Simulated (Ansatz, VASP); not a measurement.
Given: the input of a run of VASP 6.6.1 on Zn.

INCAR

```
SYSTEM = Zn
PREC     = Accurate       ! precision mode
ENCUT    = 600            ! plane-wave cutoff, eV
EDIFF    = 1E-6           ! SCF threshold, eV
ISMEAR   = -1             ! smearing method
SIGMA    = 0.05           ! smearing width, eV
LREAL    = .FALSE.        ! projectors in reciprocal space
LASPH    = .TRUE.         ! aspherical terms in the spheres
NELM     = 60             ! most SCF steps
ALGO     = Fast           ! electronic algorithm
ISIF     = 3              ! what is computed and relaxed
LWAVE    = .FALSE.        ! write WAVECAR
LCHARG   = .FALSE.        ! write CHGCAR
GGA      = PS             ! functional
IBRION   = 2              ! ionic algorithm
NSW      = 60             ! ionic steps
EDIFFG   = -0.01          ! ionic threshold
```

The input KPOINTS:

```
regular mesh
0
G
  12 12 4
  0 0 0
```

Contents of POSCAR:

```
Zn
1.0
    2.2681701736     -1.3084870100      0.0000000000
    2.2681701736      1.3084870100      0.0000000000
   -1.5917165425      0.0000000000      7.3004081919
Zn
3
Direct
    0.7780178600      0.7780178600      0.3345049800
    0.2219821400      0.2219821400      0.6654950200
    0.0000000000      0.0000000000      0.0000000000
```

Potentials or basis: VASP PAW PBE potentials, release 64 (Zn).

Command:

```console
$ cat potpaw_PBE.64/Zn/POTCAR > POTCAR
$ mpirun -np 1 vasp_std > vasp.out
```

Task: Translate it to Ansatz 0.2.0. Potentials there: JTH PAW.

Result: As run (the cutoff follows the program's own potentials):

The input input.yaml:

```yaml
crystal:
  lattice:
    - [2.2681701736, -1.30848701, 0.0]
    - [2.2681701736, 1.30848701, 0.0]
    - [-1.5917165425, 0.0, 7.3004081919]
  atoms:
    - { symbol: Zn, position: [0.77801786, 0.77801786, 0.33450498] }
    - { symbol: Zn, position: [0.22198214, 0.22198214, 0.66549502] }
    - { symbol: Zn, position: [0.0, 0.0, 0.0] }
hamiltonian:
  xc: pbesol
  pseudopotentials: { kind: paw, source: jth, xc_functional: pbe }
kpoints:
  mp_grid: { grid: [12, 12, 4] }
scf:
  occupations: { method: fermi_dirac, width: 0.05 }
output:
  forces: true
  stress: true
  eigenvalues: true
relax:
  f_tol: 0.01
  max_steps: 40
  cell: { stress_tol: 0.05 }
```

Potentials or basis: JTH PAW.

The run is started by

```console
$ ansatz run input.yaml --threads 2 --pin off --max-ram 5632MiB --backend cpu --events-out ev --progress --plain --runs-dir out
```

Both were run:

|  | VASP | Ansatz | Ansatz less VASP |
| --- | --- | --- | --- |
| gap on the k mesh at the Fermi level, each at its own relaxed structure (eV) | none | none | - |
| relaxed volume (Å³/atom) | 14.51 | 14.44 | -0.066 |
| relaxed length of the cell vector where the two differ most in proportion (Å) | 2.577 | 2.572 | -0.0051 |

VASP's potentials were made for PBE, not for PBEsol. A gap of «none» marks a metal or a gap that the smearing closes.

Noted on Ansatz's run: the plane-wave basis is chosen anew once the cell has moved, so the energies of steps on either side of that aren't comparable.
